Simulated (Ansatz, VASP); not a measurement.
# Two plane-wave programs on Hg

The input INCAR:

```
PREC = Accurate
ENCUT = 520
EDIFF = 1E-7
ISMEAR = -1
SIGMA = 0.1
LREAL = F
LASPH = T
NELM = 60
ALGO = Normal
ISIF = 2
LWAVE = F
LCHARG = F
GGA = B5
ALDAX = 1.0
AGGAX = 1.0
AGGAC = 1.0
ALDAC = 0.0
NBANDS = 19
```

File KPOINTS:

```
Automatic mesh
0
Gamma
  8 8 5
```

POSCAR

```
Hg
1.0
   -4.7489435471      4.7532044048      2.5531377939
    4.7532044048     -4.7489435471      2.5531377939
    4.7511911100      4.7511911100     -2.5453340253
Hg
2
Direct
    0.0001584033      0.9998415967      1.0000000000
    0.7498415967      0.2501584033      0.5000000000
```

Input for Ansatz:

```yaml
crystal:
  lattice:
    - [-4.7489435471, 4.7532044048, 2.5531377939]
    - [4.7532044048, -4.7489435471, 2.5531377939]
    - [4.75119111, 4.75119111, -2.5453340253]
  atoms:
    - { symbol: Hg, position: [0.0001584033, 0.9998415967, 1.0] }
    - { symbol: Hg, position: [0.7498415967, 0.2501584033, 0.5] }
hamiltonian:
  xc: blyp
  pseudopotentials:
    kind: paw
    azcp:
      Hg: "pseudopotentials/Hg.paw.azcp"
basis:
  ecutwfc: 420
  fft_grid_basis: typed
kpoints:
  mp_grid: { grid: [8, 8, 5], shift: [0, 0, 0] }
magnetization:
  spin_polarized: false
scf:
  occupations: { method: fermi_dirac, width: 0.1 }
  lower_state_search: "off"
output:
  stress: true
```

Alike in both runs: task single point; functional BLYP; k mesh 8 × 8 × 5; occupations fermi-dirac, width 0.1 eV; no spin polarisation.

```csv
,VASP,Ansatz
version,VASP 6.6.1,Ansatz 0.2.0
potentials or method,"VASP PAW PBE potentials, release 64 (Hg), cutoff 520 eV","plane waves (420 eV) with PAW, scalar-relativistic"
valence electrons in the cell,24,40
```

|  | VASP | Ansatz | Ansatz less VASP |
| --- | --- | --- | --- |
| pressure (GPa) | 0.0 | 0.0 | +0.02 |

VASP's potentials were made for PBE, not for BLYP. VASP's potentials hold 24 valence electrons a cell and Ansatz's 40, so a difference there can come from the potentials and not from the codes.

Spin-orbit coupling is off throughout.
